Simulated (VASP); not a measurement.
Crystal: HfC2.

```
CELL_PARAMETERS angstrom
3.00361 0.00000 0.00000
-1.50181 2.60121 0.00000
0.00000 0.00000 5.86031
ATOMIC_POSITIONS crystal
Hf 0.00000 0.00000 0.50000
C 0.00000 0.00000 0.89353
C 0.00000 0.00000 0.10647
```

The cell was generated, and may not be a known phase.

| Property | Result |
| --- | --- |
| Program | VASP 6.6.1 |
| Task | relaxation of cell and atoms |
| Functional | PBE |
| Potentials or basis | VASP PAW PBE potentials, release 64 (Hf_pv, C) |
| Cutoff | 600 eV |
| k mesh | 6 × 6 × 4 |
| Occupations | gaussian, width 0.1 eV |
| Spin | no spin polarisation |

At the start: pressure 5.1 GPa; volume 15.26 Å³/atom.

**Question.** How do energy, volume and symmetry change on relaxing?

**Answer.** Over 15 steps the energy falls by 200.4 meV/atom and the volume is 19.24 Å³/atom (+26.1 %); space group P6/mmm (No. 191, to 0.1 Å) before and after.

Step by step:
| step | energy change (eV) | largest force (eV/Å) | pressure (GPa) | volume (Å³) |
| --- | --- | --- | --- | --- |
| 1 | 0.0000 | 3.4993 | 5.13 | 45.79 |
| 2 | 0.9560 | 8.5805 | -0.65 | 48.98 |
| 3 | -0.2000 | 1.1613 | -0.17 | 46.65 |
| 4 | -0.0670 | 0.1110 | 22.25 | 47.48 |
| 5 | -0.3527 | 0.6503 | 7.88 | 47.09 |
| 6 | -0.5040 | 1.6621 | 4.60 | 51.49 |
| 7 | -0.5125 | 2.7356 | 3.81 | 53.18 |
| 8 | -0.5621 | 1.4791 | 0.89 | 55.01 |
| 9 | -0.5795 | 0.1949 | -1.94 | 57.10 |
| 10 | -0.5895 | 0.0887 | -1.39 | 57.25 |
| 11 | -0.6006 | 0.2339 | 0.27 | 57.68 |
| 12 | -0.6007 | 0.2022 | 0.10 | 57.64 |
| 13 | -0.6010 | 0.0411 | 0.33 | 57.67 |
| 14 | -0.6010 | 0.0030 | 0.30 | 57.66 |
| 15 | -0.6011 | 0.0060 | 0.21 | 57.71 |

Final structure:
```
Hf C
1.0
     3.44707    0.00000    0.00000
    -1.72354    2.98525    0.00000
     0.00000    0.00000    5.60860
Hf C
1 2
Cartesian
  0.0000 0.0000 2.8043
  0.0000 0.0000 4.9783
  0.0000 0.0000 0.6303
```

Caveat: the k points lie up to 0.35 Å⁻¹ apart in the final cell, too coarse for converged energies and pressures of a metal; the volume moved by over 15 % at a fixed basis, so the end points are rough.
